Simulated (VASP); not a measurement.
# Si in VASP: further runs

Runs on Si. Level: PBE+D3(BJ). Tasks: single point.

Program: VASP 6.6.1. These are calculated values, not measurements. Logs are shortened: lines on timing, memory, paths and dates and some standing lists are left out, and cuts for length are marked.

### Step 1. The cell of the first run

The cell holds a slab with vacuum, 6 atoms: a = 3.833 Å, b = 5.421 Å, c = 17.833 Å, α = 90.00°, β = 90.00°, γ = 90.00°.

### Step 2. Single point, PBE+D3(BJ)

Input file INCAR:

```
SYSTEM = Si
ALGO = Normal ; DIPOL = 0.5 0.5 0.496
EDIFF = 1E-6 ; ENCUT = 520
GGA = PE ; IDIPOL = 3
ISIF = 2 ; ISMEAR = 0
IVDW = 12 ; LASPH = .TRUE.
LCHARG = .FALSE. ; LDIPOL = .TRUE.
LREAL = .FALSE. ; LWAVE = .FALSE.
NBANDS = 21 ; NELM = 60
PREC = Accurate ; SIGMA = 0.05
```

Input file KPOINTS:

```
k-points
0
G
  8 6 1
  0 0 0
```

Input file POSCAR:

```
Si
1.0
    3.8333442755      0.0000000000      0.0000000000
    0.0000000000      5.4211674636      0.0000000000
    0.0000000000      0.0000000000     17.8333442755
Si
6
Direct
    0.5000000000      0.0000000000      0.3925231236
    0.0000000000      0.2500000000      0.3925231236
    0.0000000000      0.5038839981      0.4971764677
    0.5000000000      0.7461160019      0.4971764677
    0.5000000000      0.0086033066      0.5993132005
    0.0000000000      0.2413966934      0.5993132005
```

Potentials or basis: VASP PAW PBE potentials, release 64 (Si).

Run with:

```console
cat potpaw_PBE.64/Si/POTCAR > POTCAR
mpirun -np 1 vasp_std > vasp.out
```

OUTCAR:

```text
SYSTEM = Si
   EDIFF = 1E-6
   ENCUT = 520
   GGA = PE
   ISIF = 2
   ISMEAR = 0
   IVDW = 12
   LASPH = .TRUE.
   LREAL = .FALSE.
   NELM = 60
   PREC = Accurate
 IVDW          = 12

 ion  position               nearest neighbor table
   1  0.500  0.000  0.393-   4 2.32   2 2.35   2 2.35
   2  0.000  0.250  0.393-   3 2.32   1 2.35   1 2.35
   3  0.000  0.504  0.497-   6 2.31   2 2.32   4 2.32   4 2.32
   4  0.500  0.746  0.497-   5 2.31   1 2.32   3 2.32   3 2.32
   5  0.500  0.009  0.599-   6 2.29   6 2.29   4 2.31
   6  0.000  0.241  0.599-   5 2.29   5 2.29   3 2.31

  LATTYP: Found a simple orthorhombic cell.
 ALAT       =     3.8333442755
 B/A-ratio  =     1.4142135624
 C/A-ratio  =     4.6521634880

  Lattice vectors:

 A1 = (   3.8333442755,   0.0000000000,   0.0000000000)
 A2 = (   0.0000000000,   5.4211674636,   0.0000000000)
 A3 = (   0.0000000000,   0.0000000000,  17.8333442755)

Analysis of symmetry for initial positions (statically):
=====================================================================
 Subroutine PRICEL returns:
 Original cell was already a primitive cell.

 Routine SETGRP: Setting up the symmetry group for a
 simple orthorhombic supercell.

 Subroutine GETGRP returns: Found  4 space group operations
 (whereof  2 operations were pure point group operations)
 out of a pool of  8 trial point group operations.

The static configuration has the point symmetry C_1h.
 The point group associated with its full space group is C_2v.

Analysis of symmetry for dynamics (positions and initial velocities):
=====================================================================
 Subroutine PRICEL returns:
 Original cell was already a primitive cell.

 Routine SETGRP: Setting up the symmetry group for a
 simple orthorhombic supercell.

 Subroutine GETGRP returns: Found  4 space group operations
 (whereof  2 operations were pure point group operations)
 out of a pool of  8 trial point group operations.

The dynamic configuration has the point symmetry C_1h.
 The point group associated with its full space group is C_2v.

 Subroutine INISYM returns: Found  4 space group operations
 (whereof  2 operations are pure point group operations),
 and found     1 'primitive' translations

----------------------------------------------------------------------------------------

                                     Primitive cell

  volume of cell :     370.5983

  direct lattice vectors                    reciprocal lattice vectors
     3.833344276  0.000000000  0.000000000     0.260868821  0.000000000  0.000000000
     0.000000000  5.421167464  0.000000000     0.000000000  0.184462112  0.000000000
     0.000000000  0.000000000 17.833344276     0.000000000  0.000000000  0.056074732

  length of vectors
     3.833344276  5.421167464 17.833344276     0.260868821  0.184462112  0.056074732

  position of ions in fractional coordinates (direct lattice)
     0.500000000  0.000000000  0.392523124
     0.000000000  0.250000000  0.392523124
     0.000000000  0.503883998  0.497176468
     0.500000000  0.746116002  0.497176468
     0.500000000  0.008603307  0.599313200
     0.000000000  0.241396693  0.599313200

  ion indices of the primitive-cell ions
   primitive index   ion index
                 1           1
                 2           2
                 3           3
                 4           4
                 5           5
                 6           6

----------------------------------------------------------------------------------------

 KPOINTS: k-points

Automatic generation of k-mesh.
 Grid dimensions read from file:
 generate k-points for:    8    6    1

 Generating k-lattice:

  Cartesian coordinates                     Fractional coordinates (reciprocal lattice)
     0.032608603  0.000000000  0.000000000     0.125000000  0.000000000  0.000000000
     0.000000000  0.030743685  0.000000000     0.000000000  0.166666667  0.000000000
     0.000000000  0.000000000  0.056074732     0.000000000  0.000000000  1.000000000

  Length of vectors
     0.032608603  0.030743685  0.056074732

  Shift w.r.t. Gamma in fractional coordinates (k-lattice)
     0.000000000  0.000000000  0.000000000

 Subroutine IBZKPT returns following result:
 ===========================================

 Found     20 irreducible k-points:

 Following reciprocal coordinates:
            Coordinates               Weight
  0.000000  0.000000  0.000000      1.000000
  0.125000  0.000000  0.000000      2.000000
  0.250000  0.000000  0.000000      2.000000
  0.375000  0.000000  0.000000      2.000000
  0.500000  0.000000  0.000000      1.000000
  0.000000  0.166667  0.000000      2.000000
[... 12 lines left out ...]
  0.375000  0.500000  0.000000      2.000000
  0.500000  0.500000  0.000000      1.000000
   k-points           NKPTS =     20   k-points in BZ     NKDIM =     20   number of bands    NBANDS=     21
   number of dos      NEDOS =    301   number of ions     NIONS =      6
   total plane-waves  NPLWV = 168000
   dimension x,y,z NGX =    30 NGY =   40 NGZ =  140
   dimension x,y,z NGXF=    60 NGYF=   80 NGZF=  280
   ions per type =               6
   NGX,Y,Z   is equivalent  to a cutoff of  13.01, 12.27, 13.05 a.u.
   NGXF,Y,Z  is equivalent  to a cutoff of  26.02, 24.53, 26.10 a.u.
 SYSTEM =  Si
   PREC   = accura    normal or accurate (medium, high low for compatibility)
   ISTART =      0    job   : 0-new  1-cont  2-samecut
   ICHARG =      2    charge: 1-file 2-atom 10-const
   ISPIN  =      1    spin polarized calculation?
   LNONCOLLINEAR =      F non collinear calculations
   LSORBIT =      F    spin-orbit coupling
   LASPH  =      T    aspherical Exc in radial PAW
   ENCUT  =  520.0 eV  38.22 Ry    6.18 a.u.   7.13 10.08 33.16*2*pi/ulx,y,z
   NELM   =     60;   NELMIN=  2; NELMDL= -5     # of ELM steps
   EDIFF  = 0.1E-05   stopping-criterion for ELM
   LREAL  =      F    real-space projection
[... 7 lines left out ...]
   TEBEG  =    0.0;   TEEND  =   0.0 temperature during run
   PSTRESS=    0.0 pullay stress
   NELECT =      24.0000    total number of electrons
   NUPDOWN=      -1.0000    fix difference up-down
   EMIN   =  10.00;   EMAX   =-10.00  energy-range for DOS
   EFERMI =   0.00;   METHOD = LEGACY
   ISMEAR =     0;   SIGMA  =   0.05  broadening in eV -4-tet -1-fermi 0-gaus
   EFERMI_NEDOS =   21; number of points for ismear=-14 and -15
   IALGO  =     38    algorithm
   IMIX   =      4    mixing-type and parameters
     AMIX     =   0.40;   BMIX     =  1.00
     AMIX_MAG =   1.60;   BMIX_MAG =  1.00
  volume/ion in A,a.u.               =      61.77       416.82
  Fermi-wavevector in a.u.,A,eV,Ry     =   0.657422  1.242347  5.880484  0.432203
  Thomas-Fermi vector in A             =   1.728924
   LORBIT       =      0    0 simple, 1 ext, 2 COOP (PROOUT), +10 PAW based schemes
   GGA     = PE    functional components
   LHFCALC =     F    Hartree Fock is set to
   AEXX    =    0.0000 exact exchange contribution
   IVDW    =    12    specifies the selected vdW correction
   LEPSILON=     F    determine dielectric tensor
   LRPA    =     F    only Hartree local field effects (RPA)
 non-spin polarized calculation
 Gauss-broadening in eV      SIGMA  =   0.05
  energy-cutoff  :      520.00
  volume of cell :      370.60
 maximum number of plane-waves:     10032
 NGX is ok and might be reduce to    30
   NGX = 15   NGY = 21   NGZ = 67

 dipolmoment           0.000000      0.000000      0.003036 electrons x Angstroem

 number of electron      24.0000000 magnetization

 dipolmoment           0.000000      0.000000     -0.003171 electrons x Angstroem

 Free energy of the ion-electron system (eV)
  ---------------------------------------------------
  ext. energy  EPLUGINS =         0.00000000
  ---------------------------------------------------
  free energy    TOTEN  =       -28.38616278 eV

  energy without entropy =      -28.37763504  energy(sigma->0) =      -28.38189891

 E-fermi :  -1.3721     XC(G=0):  -3.9595

 val. band max:       -1.3768900915   @ k =   0.1250   0.0000   0.0000
 cond. band min:      -1.3642130360   @ k =   0.2500   0.3333   0.0000
 fundamental gap:      0.0126770554
 Fermi energy:        -1.3721386388

 k-point     1 :       0.0000    0.0000    0.0000
  band No.  band energies     occupation
      1     -12.7794      2.00000
      2     -10.9435      2.00000
      3      -9.4796      2.00000
      4      -8.4420      2.00000
      5      -5.8882      2.00000
      6      -4.6693      2.00000
[... 13 lines left out ...]
     20       3.0201      0.00000
     21       3.1374      0.00000

 k-point     2 :       0.1250    0.0000    0.0000
  band No.  band energies     occupation
      1     -12.6412      2.00000
      2     -10.8008      2.00000
      3      -9.3319      2.00000
      4      -8.5202      2.00000
      5      -5.9991      2.00000
      6      -4.5677      2.00000
[... 13 lines left out ...]
     20       2.7871      0.00000
     21       3.2932      0.00000

 k-point     3 :       0.2500    0.0000    0.0000
  band No.  band energies     occupation
      1     -12.2317      2.00000
      2     -10.3758      2.00000
      3      -8.9058      2.00000
      4      -8.8903      2.00000
      5      -6.5723      2.00000
      6      -5.2428      2.00000
[... 13 lines left out ...]
     20       3.2046      0.00000
     21       3.7216      0.00000
[... 361 lines left out ...]
 k-point    19 :       0.3750    0.5000    0.0000
  band No.  band energies     occupation
      1     -10.7626      2.00000
      2     -10.7163      2.00000
      3      -9.5124      2.00000
      4      -7.7007      2.00000
      5      -7.6853      2.00000
      6      -7.4990      2.00000
[... 13 lines left out ...]
     20       3.4169      0.00000
     21       3.7170      0.00000

 k-point    20 :       0.5000    0.5000    0.0000
  band No.  band energies     occupation
      1     -10.4063      2.00000
      2     -10.4063      2.00000
      3      -8.6305      2.00000
      4      -8.6305      2.00000
      5      -8.1364      2.00000
      6      -8.1364      2.00000
[... 13 lines left out ...]
     20       2.9233      0.00000
     21       4.0329      0.00000

------------------------ aborting loop because EDIFF is reached ----------------------------------------

 vacuum level on the upper side and lower side of the slab       (xc-potential included)        -0.134        -0.106

 Edisp (eV)   -1.51984

 E8    (eV) :    -0.6618

  FORCE on cell =-STRESS in cart. coord.  units (eV):
  Direction    XX          YY          ZZ          XY          YZ          ZX
  --------------------------------------------------------------------------------------
  -------------------------------------------------------------------------------------
  Total       0.29607     0.89528    -0.07118     0.00000     0.00000     0.00000
  in kB       1.27998     3.87048    -0.30772     0.00000     0.00000     0.00000
  external pressure =        1.61 kB  Pullay stress =        0.00 kB

 VOLUME and BASIS-vectors are now :
 -----------------------------------------------------------------------------
  energy-cutoff  :      520.00
  volume of cell :      370.60
      direct lattice vectors                 reciprocal lattice vectors
     3.833344276  0.000000000  0.000000000     0.260868821  0.000000000  0.000000000
     0.000000000  5.421167464  0.000000000     0.000000000  0.184462112  0.000000000
     0.000000000  0.000000000 17.833344276     0.000000000  0.000000000  0.056074732

 POSITION                                       TOTAL-FORCE (eV/Angst)
 -----------------------------------------------------------------------------------
      1.91667      0.00000      7.00000         0.000000      0.551256      0.000163
      0.00000      1.35529      7.00000         0.000000     -0.551256      0.000163
      0.00000      2.73164      8.86632         0.000000      0.005312      0.011007
      1.91667      4.04482      8.86632         0.000000     -0.005312      0.011007
      1.91667      0.04664     10.68776         0.000000     -0.009873     -0.011170
      0.00000      1.30865     10.68776         0.000000      0.009873     -0.011170
 -----------------------------------------------------------------------------------
    total drift:                               -0.000000      0.000000     -0.000013

  FREE ENERGIE OF THE ION-ELECTRON SYSTEM (eV)
  ---------------------------------------------------
  free  energy   TOTEN  =       -29.9060004509 eV

  energy  without entropy=      -29.8974727024  energy(sigma->0) =      -29.90173658

 vacuum level on the upper side and lower side of the slab         3.296         3.326
```

Run time: 3.5 min. Hardware: 1 thread of Intel Xeon 6975P-C (Granite Rapids), shared host; peak memory 0.44 GiB.

What came out:

```
Free energy                : -29.9060 eV
Largest force              : 0.551 eV/Å
Band gap on the k mesh     : zero (band 12 reaches -1.32 eV, above the bottom of band 13 at -1.51 eV)
Dispersion energy per atom : -0.253 eV
```

Forces on the atoms (eV/Å):
```
Si   0.000  0.551  0.000
Si   0.000 -0.551  0.000
Si   0.000  0.005  0.011
Si   0.000 -0.005  0.011
Si   0.000 -0.010 -0.011
Si   0.000  0.010 -0.011
```

Levels at points of the mesh, in eV from the Fermi level:
| k point | band 9 | band 10 | band 11 | band 12 | band 13 | band 14 | band 15 | band 16 |
| --- | --- | --- | --- | --- | --- | --- | --- | --- |
| (0.00, 0.00, 0.00) | -1.22 | -0.74 | -0.42 | -0.30 | 0.26 | 1.20 | 2.09 | 2.61 |
| (0.50, 0.00, 0.00) | -2.38 | -2.38 | -0.87 | -0.87 | 0.51 | 0.51 | 2.03 | 2.03 |
| (0.00, 0.50, 0.00) | -1.65 | -1.08 | -0.69 | -0.47 | 0.48 | 0.71 | 2.25 | 2.40 |
| (0.50, 0.50, 0.00) | -2.52 | -2.52 | -0.59 | -0.59 | 0.69 | 0.69 | 3.43 | 3.43 |

(Part 1 of 2 ends here.)
